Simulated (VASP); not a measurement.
# Al (Im-3m) in VASP: a series of runs

The runs below take Al through single point, with PBEsol.

Program: VASP 6.6.1. These are calculated values, not measurements. Logs are shortened: lines on timing, memory, paths and dates and some standing lists are left out, and cuts for length are marked.

### Step 1. The cell of the first run

The structure is cubic, space group Im-3m (No. 229). The conventional cell has a = 3.182 Å, b = 3.182 Å, c = 3.182 Å, α = 90.00°, β = 90.00°, γ = 90.00°. Within 3.6 Å of Al (site symmetry m-3m) lie 14 Al at 2.76 to 3.18 Å.

### Step 2. Single point, PBEsol

INCAR

```
PREC = Accurate
ENCUT = 520
EDIFF = 1E-6
ISMEAR = -1
SIGMA = 0.15
LREAL = False
LASPH = True
NELM = 80
ALGO = Normal
ISIF = 2
LWAVE = False
LCHARG = False
GGA = PS
NBANDS = 8
```

KPOINTS

```
Automatic mesh
0
Gamma
  9 9 9
```

POSCAR

```
Al
1.0
   -1.5912190000      1.5912190000      1.5912190000
    1.5912190000     -1.5912190000      1.5912190000
    1.5912190000      1.5912190000     -1.5912190000
Al
1
Direct
    0.0000000000      0.0000000000      0.0000000000
```

Potentials or basis: VASP PAW PBE potentials, release 64 (Al).

Run with:

```console
> cat potpaw_PBE.64/Al/POTCAR > POTCAR
> mpirun -np 1 vasp_std > vasp.out
```

OUTCAR:

```text
PREC = Accurate
   ENCUT = 520
   EDIFF = 1E-6
   ISMEAR = -1
   LREAL = False
   LASPH = True
   NELM = 80
   ISIF = 2
   GGA = PS

 ion  position               nearest neighbor table
   1  0.000  0.000  0.000-

  LATTYP: Found a body centered cubic cell.
 ALAT       =     3.1824380000

  Lattice vectors:

 A1 = (  -1.5912190000,   1.5912190000,   1.5912190000)
 A2 = (   1.5912190000,  -1.5912190000,   1.5912190000)
 A3 = (   1.5912190000,   1.5912190000,  -1.5912190000)

Analysis of symmetry for initial positions (statically):
=====================================================================
 Subroutine PRICEL returns:
 Original cell was already a primitive cell.

 Routine SETGRP: Setting up the symmetry group for a
 body centered cubic supercell.

 Subroutine GETGRP returns: Found 48 space group operations
 (whereof 48 operations were pure point group operations)
 out of a pool of 48 trial point group operations.

The static configuration has the point symmetry O_h .

Analysis of symmetry for dynamics (positions and initial velocities):
=====================================================================
 Subroutine PRICEL returns:
 Original cell was already a primitive cell.

 Routine SETGRP: Setting up the symmetry group for a
 body centered cubic supercell.

 Subroutine GETGRP returns: Found 48 space group operations
 (whereof 48 operations were pure point group operations)
 out of a pool of 48 trial point group operations.

The dynamic configuration has the point symmetry O_h .

 Subroutine INISYM returns: Found 48 space group operations
 (whereof 48 operations are pure point group operations),
 and found     1 'primitive' translations

----------------------------------------------------------------------------------------

                                     Primitive cell

  volume of cell :      16.1157

  direct lattice vectors                    reciprocal lattice vectors
    -1.591219000  1.591219000  1.591219000     0.000000000  0.314224503  0.314224503
     1.591219000 -1.591219000  1.591219000     0.314224503  0.000000000  0.314224503
     1.591219000  1.591219000 -1.591219000     0.314224503  0.314224503  0.000000000

  length of vectors
     2.756072154  2.756072154  2.756072154     0.444380554  0.444380554  0.444380554
[... 71 lines left out ...]
   ISTART =      0    job   : 0-new  1-cont  2-samecut
   ICHARG =      2    charge: 1-file 2-atom 10-const
   ISPIN  =      1    spin polarized calculation?
   LNONCOLLINEAR =      F non collinear calculations
   LSORBIT =      F    spin-orbit coupling
   LASPH  =      T    aspherical Exc in radial PAW
   ENCUT  =  520.0 eV  38.22 Ry    6.18 a.u.   5.12  5.12  5.12*2*pi/ulx,y,z
   NELM   =     80;   NELMIN=  2; NELMDL= -5     # of ELM steps
   EDIFF  = 0.1E-05   stopping-criterion for ELM
   LREAL  =      F    real-space projection
   EDIFFG = 0.1E-04   stopping-criterion for IOM
   NSW    =      0    number of steps for IOM
   IBRION =     -1    ionic relax: 0-MD 1-quasi-New 2-CG
   NFREE  =      0    steps in history (QN), initial steepest desc. (CG)
   ISIF   =      2    stress and relaxation
   ISYM   =      2    0-nonsym 1-usesym 2-fastsym
   POTIM  = 0.5000    time-step for ionic-motion
   TEBEG  =    0.0;   TEEND  =   0.0 temperature during run
   PSTRESS=    0.0 pullay stress
   NELECT =       3.0000    total number of electrons
   NUPDOWN=      -1.0000    fix difference up-down
   EMIN   =  10.00;   EMAX   =-10.00  energy-range for DOS
   EFERMI =   0.00;   METHOD = LEGACY
   ISMEAR =    -1;   SIGMA  =   0.15  broadening in eV -4-tet -1-fermi 0-gaus
   EFERMI_NEDOS =   21; number of points for ismear=-14 and -15
   IALGO  =     38    algorithm
   IMIX   =      4    mixing-type and parameters
     AMIX     =   0.40;   BMIX     =  1.00
     AMIX_MAG =   1.60;   BMIX_MAG =  1.00
  volume/ion in A,a.u.               =      16.12       108.75
  Fermi-wavevector in a.u.,A,eV,Ry     =   0.934757  1.766434 11.888366  0.873770
  Thomas-Fermi vector in A             =   2.061594
   LORBIT       =      0    0 simple, 1 ext, 2 COOP (PROOUT), +10 PAW based schemes
   GGA     = PS    functional components
   LHFCALC =     F    Hartree Fock is set to
   AEXX    =    0.0000 exact exchange contribution
   IVDW    =     0    specifies the selected vdW correction
   LEPSILON=     F    determine dielectric tensor
   LRPA    =     F    only Hartree local field effects (RPA)
 non-spin polarized calculation
  energy-cutoff  :      520.00
  volume of cell :       16.12
 maximum number of plane-waves:       444
   NGX = 11   NGY = 11   NGZ = 11

 number of electron       3.0000000 magnetization

 Free energy of the ion-electron system (eV)
  ---------------------------------------------------
  ext. energy  EPLUGINS =         0.00000000
  ---------------------------------------------------
  free energy    TOTEN  =        -4.00163329 eV

  energy without entropy =       -3.96734199  energy(sigma->0) =       -3.98448764

 E-fermi :   8.2445     XC(G=0): -10.3470

 val. band max:        8.1365270562   @ k =  -0.3333  -0.4444   0.1111
 cond. band min:       8.3721495368   @ k =  -0.3333   0.4444   0.1111
 fundamental gap:      0.2356224806
 Fermi energy:         8.2444955584

 k-point     1 :       0.0000    0.0000    0.0000
  band No.  band energies     occupation
      1      -3.0916      2.00000
      2      21.5844      0.00000
      3      21.5844      0.00000
      4      21.5844      0.00000
      5      23.2262      0.00000
      6      23.2262      0.00000
      7      23.2262      0.00000
      8      24.6686      0.00000
[... 243 lines left out ...]
 k-point    24 :      -0.4444   -0.4444    0.1111
  band No.  band energies     occupation
      1       4.7106      2.00000
      2       5.2717      2.00000
      3      11.0525      0.00000
      4      17.3857      0.00000
      5      19.7859      0.00000
      6      22.8727      0.00000
      7      23.0725      0.00000
      8      27.2972      0.00000

 [... further k-points ...]
[... 5 lines left out ...]
  --------------------------------------------------------------------------------------
  -------------------------------------------------------------------------------------
  Total        0.2318606      0.2318606      0.2318606     -0.0000000      0.0000000      0.0000000
  in kB       23.0508857     23.0508857     23.0508857     -0.0000000      0.0000000      0.0000000
  external PRESSURE =      23.0508857 kB  Pullay stress =       0.0000000 kB

 VOLUME and BASIS-vectors are now :
 -----------------------------------------------------------------------------
  energy-cutoff  :      520.00
  volume of cell :       16.12
      direct lattice vectors                 reciprocal lattice vectors
    -1.591219000  1.591219000  1.591219000     0.000000000  0.314224503  0.314224503
     1.591219000 -1.591219000  1.591219000     0.314224503  0.000000000  0.314224503
     1.591219000  1.591219000 -1.591219000     0.314224503  0.314224503  0.000000000

 POSITION                                       TOTAL-FORCE (eV/Angst)
 -----------------------------------------------------------------------------------
      0.00000      0.00000      0.00000         0.000000      0.000000     -0.000000
 -----------------------------------------------------------------------------------
    total drift:                                0.000000      0.000000     -0.000000

  FREE ENERGIE OF THE ION-ELECTRON SYSTEM (eV)
  ---------------------------------------------------
  free  energy   TOTEN  =        -4.0016332860 eV

  energy  without entropy=       -3.9673419891  energy(sigma->0) =       -3.98448764
```

It took 1.7 s on 1 thread of Intel Xeon 6975P-C (Granite Rapids), shared host; peak memory 0.11 GiB.

Results:

```yaml
Free_energy: -4.0016 eV
Pressure: 2.3 GPa
```

Caveat: the PAW data sets were made with another functional, which shifts forces and pressure a little.

### Step 3. Single point, PBEsol

INCAR

```
SYSTEM = Al
PREC = Accurate ; ENCUT = 520
EDIFF = 1E-6 ; ISMEAR = -1
SIGMA = 0.15 ; LREAL = .False.
LASPH = .True. ; NELM = 80
ALGO = Normal ; ISIF = 2
LWAVE = .False. ; LCHARG = .False.
GGA = PS ; NBANDS = 8
```

KPOINTS

```
Automatic mesh
0
Gamma
  9 9 9
  0 0 0
```

POSCAR is that of step 2.

Potentials or basis: VASP PAW PBE potentials, release 64 (Al).

Run with:

```console
> cat potpaw_PBE.64/Al/POTCAR > POTCAR
> mpirun -np 1 vasp_std > vasp.out
```

Run time: 1.8 s. Hardware: 1 thread of Intel Xeon 6975P-C (Granite Rapids), shared host; peak memory 0.12 GiB.

Results (log left out):

- Free energy: -4.0016 eV
- Pressure: 2.3 GPa

Levels at points of the mesh, in eV from the Fermi level:
```tsv
k point	band 1	band 2	band 3	band 4	band 5	band 6
(0.00, 0.00, 0.00)	-11.34	13.34	13.34	13.34	14.98	14.98
```

Caveat: the PAW data sets were made with another functional, which shifts forces and pressure a little.
